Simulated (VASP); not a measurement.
A run of VASP 6.6.1:

The input INCAR:

```
  PREC = Accurate
  ENCUT = 520
  EDIFF = 1E-6
  ISMEAR = 0
  SIGMA = 0.012
  LREAL = F
  LASPH = T
  NELM = 80
  ALGO = Normal
  ISIF = 2
  LWAVE = F
  LCHARG = F
  GGA = PE
  NBANDS = 8
```

The input KPOINTS:

```
Automatic mesh
0
Gamma
  10 10 10
```

File POSCAR:

```
Sb
1.0
   -1.8713408863      1.8713408863      1.8713408863
    1.8713408863     -1.8713408863      1.8713408863
    1.8713408863      1.8713408863     -1.8713408863
Sb
1
Direct
    0.0000000000      0.0000000000      0.0000000000
```

Potentials or basis: VASP PAW PBE potentials, release 64 (Sb).

Run with:

```bash
$ cat potpaw_PBE.64/Sb/POTCAR > POTCAR
$ mpirun -np 1 vasp_std > vasp.out
```

Hardware: 1 thread of Intel Xeon 8259CL (shared host).

How long does it take, and how much memory?

Wall time 6.4 s on 1 thread of Intel Xeon 8259CL, with other jobs on the host, peak memory 0.14 GiB. Counts: scf iterations 9, k points 47.
